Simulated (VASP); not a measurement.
# ZnO (Fm-3m) in VASP: single point with PBE+D3(BJ)

Aim: the single point of ZnO with PBE+D3(BJ).

All numbers are computed with VASP 6.6.1; they aren't measurements. Logs are shortened: lines on timing, memory, paths and dates and some standing lists are left out, and cuts for length are marked.

### 1 The cell of the first run

It takes space group Fm-3m (No. 225, cubic). Conventional cell: a = 4.339 Å, b = 4.339 Å, c = 4.339 Å, α = 90.00°, β = 90.00°, γ = 90.00°. Zn (site symmetry m-3m) has 6 O at 2.17 Å within 2.9 Å. O (site symmetry m-3m) has 6 Zn at 2.17 Å within 2.9 Å.

### 2 Single point, PBE+D3(BJ)

INCAR reads:

```
ALGO = Normal ; EDIFF = 1E-6
ENCUT = 520 ; GGA = PE
ISIF = 2 ; ISMEAR = 0
IVDW = 12 ; LASPH = T
LCHARG = T ; LELF = T
LREAL = F ; LVHAR = T
LWAVE = F ; NBANDS = 16
NELM = 80 ; PREC = Accurate
SIGMA = 0.1
```

KPOINTS reads:

```
k-points
0
Gamma
  8 8 8
```

POSCAR reads:

```
ZnO
1.0
    0.0000000000      2.1694420000      2.1694420000
    2.1694420000      0.0000000000      2.1694420000
    2.1694420000      2.1694420000      0.0000000000
Zn O
1 1
Direct
    0.0000000000      0.0000000000      0.0000000000
    0.5000000000      0.5000000000      0.5000000000
```

Potentials or basis: VASP PAW PBE potentials, release 64 (Zn, O).

Command:

```sh
cat potpaw_PBE.64/Zn/POTCAR potpaw_PBE.64/O/POTCAR > POTCAR
mpirun -np 1 vasp_std > vasp.out
```

OUTCAR:

```text
EDIFF = 1E-6
   ENCUT = 520
   GGA = PE
   ISIF = 2
   ISMEAR = 0
   IVDW = 12
   LASPH = T
   LREAL = F
   NELM = 80
   PREC = Accurate
 IVDW          = 12

 ion  position               nearest neighbor table
   1  0.000  0.000  0.000-   2 2.17   2 2.17   2 2.17   2 2.17   2 2.17   2 2.17
   2  0.500  0.500  0.500-   1 2.17   1 2.17   1 2.17   1 2.17   1 2.17   1 2.17

  LATTYP: Found a face centered cubic cell.
 ALAT       =     4.3388840000

  Lattice vectors:

 A1 = (   0.0000000000,   2.1694420000,   2.1694420000)
 A2 = (   2.1694420000,   0.0000000000,   2.1694420000)
 A3 = (   2.1694420000,   2.1694420000,   0.0000000000)

Analysis of symmetry for initial positions (statically):
=====================================================================
 Subroutine PRICEL returns:
 Original cell was already a primitive cell.

 Routine SETGRP: Setting up the symmetry group for a
 face centered cubic supercell.

 Subroutine GETGRP returns: Found 48 space group operations
 (whereof 48 operations were pure point group operations)
 out of a pool of 48 trial point group operations.

The static configuration has the point symmetry O_h .

Analysis of symmetry for dynamics (positions and initial velocities):
=====================================================================
 Subroutine PRICEL returns:
 Original cell was already a primitive cell.

 Routine SETGRP: Setting up the symmetry group for a
 face centered cubic supercell.

 Subroutine GETGRP returns: Found 48 space group operations
 (whereof 48 operations were pure point group operations)
 out of a pool of 48 trial point group operations.

The dynamic configuration has the point symmetry O_h .

 Subroutine INISYM returns: Found 48 space group operations
 (whereof 48 operations are pure point group operations),
 and found     1 'primitive' translations

----------------------------------------------------------------------------------------

                                     Primitive cell

  volume of cell :      20.4209

  direct lattice vectors                    reciprocal lattice vectors
     0.000000000  2.169442000  2.169442000    -0.230474011  0.230474011  0.230474011
     2.169442000  0.000000000  2.169442000     0.230474011 -0.230474011  0.230474011
     2.169442000  2.169442000  0.000000000     0.230474011  0.230474011 -0.230474011

  length of vectors
     3.068054299  3.068054299  3.068054299     0.399192697  0.399192697  0.399192697

  position of ions in fractional coordinates (direct lattice)
     0.000000000  0.000000000  0.000000000
     0.500000000  0.500000000  0.500000000

  ion indices of the primitive-cell ions
   primitive index   ion index
                 1           1
                 2           2

----------------------------------------------------------------------------------------

 KPOINTS: k-points

Automatic generation of k-mesh.
 Grid dimensions read from file:
 generate k-points for:    8    8    8

 Generating k-lattice:

  Cartesian coordinates                     Fractional coordinates (reciprocal lattice)
    -0.028809251  0.028809251  0.028809251     0.125000000  0.000000000  0.000000000
     0.028809251 -0.028809251  0.028809251     0.000000000  0.125000000  0.000000000
     0.028809251  0.028809251 -0.028809251     0.000000000  0.000000000  0.125000000

  Length of vectors
     0.049899087  0.049899087  0.049899087

  Shift w.r.t. Gamma in fractional coordinates (k-lattice)
     0.000000000  0.000000000  0.000000000

 Subroutine IBZKPT returns following result:
 ===========================================

 Found     29 irreducible k-points:

 Following reciprocal coordinates:
            Coordinates               Weight
  0.000000  0.000000  0.000000      1.000000
  0.125000  0.000000  0.000000      8.000000
  0.250000  0.000000  0.000000      8.000000
  0.375000  0.000000  0.000000      8.000000
  0.500000  0.000000  0.000000      4.000000
  0.125000  0.125000  0.000000      6.000000
[... 16 lines left out ...]
  0.500000  0.250000  0.125000     48.000000
 -0.375000  0.250000  0.125000     24.000000
 [... further k-points ...]
   k-points           NKPTS =     29   k-points in BZ     NKDIM =     29   number of bands    NBANDS=     16
   number of dos      NEDOS =    301   number of ions     NIONS =      2
   total plane-waves  NPLWV =  13824
   dimension x,y,z NGX =    24 NGY =   24 NGZ =   24
   dimension x,y,z NGXF=    48 NGYF=   48 NGZF=   48
   ions per type =               1   1
   NGX,Y,Z   is equivalent  to a cutoff of  13.00, 13.00, 13.00 a.u.
   NGXF,Y,Z  is equivalent  to a cutoff of  26.01, 26.01, 26.01 a.u.
 SYSTEM =  unknown system
   PREC   = accura    normal or accurate (medium, high low for compatibility)
   ISTART =      0    job   : 0-new  1-cont  2-samecut
   ICHARG =      2    charge: 1-file 2-atom 10-const
   ISPIN  =      1    spin polarized calculation?
   LNONCOLLINEAR =      F non collinear calculations
   LSORBIT =      F    spin-orbit coupling
   LASPH  =      T    aspherical Exc in radial PAW
   ENCUT  =  520.0 eV  38.22 Ry    6.18 a.u.   5.70  5.70  5.70*2*pi/ulx,y,z
   NELM   =     80;   NELMIN=  2; NELMDL= -5     # of ELM steps
   EDIFF  = 0.1E-05   stopping-criterion for ELM
   LREAL  =      F    real-space projection
[... 7 lines left out ...]
   TEBEG  =    0.0;   TEEND  =   0.0 temperature during run
   PSTRESS=    0.0 pullay stress
   NELECT =      18.0000    total number of electrons
   NUPDOWN=      -1.0000    fix difference up-down
   EMIN   =  10.00;   EMAX   =-10.00  energy-range for DOS
   EFERMI =   0.00;   METHOD = LEGACY
   ISMEAR =     0;   SIGMA  =   0.10  broadening in eV -4-tet -1-fermi 0-gaus
   EFERMI_NEDOS =   21; number of points for ismear=-14 and -15
   IALGO  =     38    algorithm
   IMIX   =      4    mixing-type and parameters
     AMIX     =   0.40;   BMIX     =  1.00
     AMIX_MAG =   1.60;   BMIX_MAG =  1.00
  volume/ion in A,a.u.               =      10.21        68.90
  Fermi-wavevector in a.u.,A,eV,Ry     =   1.569667  2.966241 33.522790  2.463856
  Thomas-Fermi vector in A             =   2.671516
   LORBIT       =      0    0 simple, 1 ext, 2 COOP (PROOUT), +10 PAW based schemes
   GGA     = PE    functional components
   LHFCALC =     F    Hartree Fock is set to
   AEXX    =    0.0000 exact exchange contribution
   IVDW    =    12    specifies the selected vdW correction
   LEPSILON=     F    determine dielectric tensor
   LRPA    =     F    only Hartree local field effects (RPA)
 non-spin polarized calculation
 Gauss-broadening in eV      SIGMA  =   0.10
  energy-cutoff  :      520.00
  volume of cell :       20.42
 maximum number of plane-waves:       568
   NGX = 11   NGY = 11   NGZ = 11

 number of electron      18.0000009 magnetization

 Free energy of the ion-electron system (eV)
  ---------------------------------------------------
  ext. energy  EPLUGINS =         0.00000000
  ---------------------------------------------------
  free energy    TOTEN  =        -8.63215531 eV

  energy without entropy =       -8.63215531  energy(sigma->0) =       -8.63215531

 E-fermi :   2.6797     XC(G=0): -12.0630

 val. band max:        2.3180375110   @ k =   0.5000   0.0000   0.0000
 cond. band min:       3.0120361057   @ k =   0.0000   0.0000   0.0000
 fundamental gap:      0.6939985948
 Fermi energy:         2.6797182073

 k-point     1 :       0.0000    0.0000    0.0000
  band No.  band energies     occupation
      1     -15.9076      2.00000
      2      -2.4756      2.00000
      3      -2.4756      2.00000
      4      -2.4756      2.00000
      5      -2.2784      2.00000
      6      -2.2784      2.00000
[... 8 lines left out ...]
     15      21.1484      0.00000
     16      21.1484      0.00000

 k-point     2 :       0.1250    0.0000    0.0000
  band No.  band energies     occupation
      1     -15.7496      2.00000
      2      -2.5925      2.00000
      3      -2.5219      2.00000
      4      -2.5219      2.00000
      5      -2.3663      2.00000
      6      -2.3663      2.00000
[... 8 lines left out ...]
     15      21.6134      0.00000
     16      21.6134      0.00000

 k-point     3 :       0.2500    0.0000    0.0000
  band No.  band energies     occupation
      1     -15.3382      2.00000
      2      -3.2380      2.00000
      3      -2.8759      2.00000
      4      -2.8759      2.00000
      5      -2.2678      2.00000
      6      -2.2678      2.00000
[... 8 lines left out ...]
     15      22.9627      0.00000
     16      22.9627      0.00000

 k-point     4 :       0.3750    0.0000    0.0000
  band No.  band energies     occupation
      1     -14.8721      2.00000
      2      -4.2612      2.00000
      3      -3.1937      2.00000
      4      -3.1937      2.00000
      5      -2.1421      2.00000
      6      -2.1421      2.00000
[... 8 lines left out ...]
     15      24.9613      0.00000
     16      24.9613      0.00000

 k-point     5 :       0.5000    0.0000    0.0000
  band No.  band energies     occupation
      1     -14.6582      2.00000
      2      -4.7207      2.00000
      3      -3.3138      2.00000
      4      -3.3138      2.00000
      5      -2.0885      2.00000
      6      -2.0885      2.00000
[... 8 lines left out ...]
     15      26.4175      0.00000
     16      26.4175      0.00000

 k-point     6 :       0.1250    0.1250    0.0000
  band No.  band energies     occupation
      1     -15.7011      2.00000
      2      -2.7342      2.00000
      3      -2.5318      2.00000
      4      -2.4692      2.00000
      5      -2.4692      2.00000
      6      -2.2514      2.00000
[... 8 lines left out ...]
     15      24.1413      0.00000
     16      24.1413      0.00000
[... 267 lines left out ...]
 k-point    21 :       0.5000    0.5000    0.0000
  band No.  band energies     occupation
      1     -14.5463      2.00000
      2      -2.9138      2.00000
      3      -2.8615      2.00000
      4      -2.0936      2.00000
      5      -1.9854      2.00000
      6      -1.9854      2.00000
[... 8 lines left out ...]
     15      28.2481      0.00000
     16      32.9181      0.00000

 k-point    22 :       0.3750    0.2500    0.1250
  band No.  band energies     occupation
      1     -15.0637      2.00000
      2      -3.6179      2.00000
      3      -2.8589      2.00000
      4      -2.8048      2.00000
      5      -2.3055      2.00000
      6      -2.1044      2.00000
[... 8 lines left out ...]
     15      25.9869      0.00000
     16      26.2129      0.00000

 k-point    23 :       0.5000    0.2500    0.1250
  band No.  band energies     occupation
      1     -14.7154      2.00000
      2      -3.9328      2.00000
      3      -3.1362      2.00000
      4      -2.9748      2.00000
      5      -2.1940      2.00000
      6      -2.0514      2.00000
[... 8 lines left out ...]
     15      25.1717      0.00000
     16      27.3177      0.00000

 k-point    24 :      -0.3750    0.2500    0.1250
  band No.  band energies     occupation
      1     -14.5614      2.00000
      2      -4.0706      2.00000
      3      -3.1889      2.00000
      4      -3.1241      2.00000
      5      -2.1052      2.00000
      6      -2.0842      2.00000
[... 8 lines left out ...]
     15      23.4529      0.00000
     16      28.0958      0.00000

 [... further k-points ...]

------------------------ aborting loop because EDIFF is reached ----------------------------------------

 Edisp (eV)   -0.52140

 E8    (eV) :    -0.1956

  FORCE on cell =-STRESS in cart. coord.  units (eV):
  Direction    XX          YY          ZZ          XY          YZ          ZX
  --------------------------------------------------------------------------------------
  -------------------------------------------------------------------------------------
  Total      -0.54333    -0.54333    -0.54333     0.00000     0.00000     0.00000
  in kB     -42.62887   -42.62887   -42.62887     0.00000     0.00000     0.00000
  external pressure =      -42.63 kB  Pullay stress =        0.00 kB

 VOLUME and BASIS-vectors are now :
 -----------------------------------------------------------------------------
  energy-cutoff  :      520.00
  volume of cell :       20.42
      direct lattice vectors                 reciprocal lattice vectors
     0.000000000  2.169442000  2.169442000    -0.230474011  0.230474011  0.230474011
     2.169442000  0.000000000  2.169442000     0.230474011 -0.230474011  0.230474011
     2.169442000  2.169442000  0.000000000     0.230474011  0.230474011 -0.230474011

 POSITION                                       TOTAL-FORCE (eV/Angst)
 -----------------------------------------------------------------------------------
      0.00000      0.00000      0.00000         0.000000      0.000000      0.000000
      2.16944      2.16944      2.16944        -0.000000     -0.000000     -0.000000
 -----------------------------------------------------------------------------------
    total drift:                                0.000000     -0.000000     -0.000000

  FREE ENERGIE OF THE ION-ELECTRON SYSTEM (eV)
  ---------------------------------------------------
  free  energy   TOTEN  =        -9.1535572665 eV

  energy  without entropy=       -9.1535572629  energy(sigma->0) =       -9.15355726
```

Run time: 5 s. Hardware: 1 thread of Intel Xeon 6975P-C, shared host; peak memory 0.15 GiB.

Results:

```
Free energy                : -9.1536 eV
Pressure                   : -4.3 GPa
Band gap on the k mesh     : 0.69 eV, indirect (least direct gap 1.91 eV)
Dispersion energy per atom : -0.261 eV
```
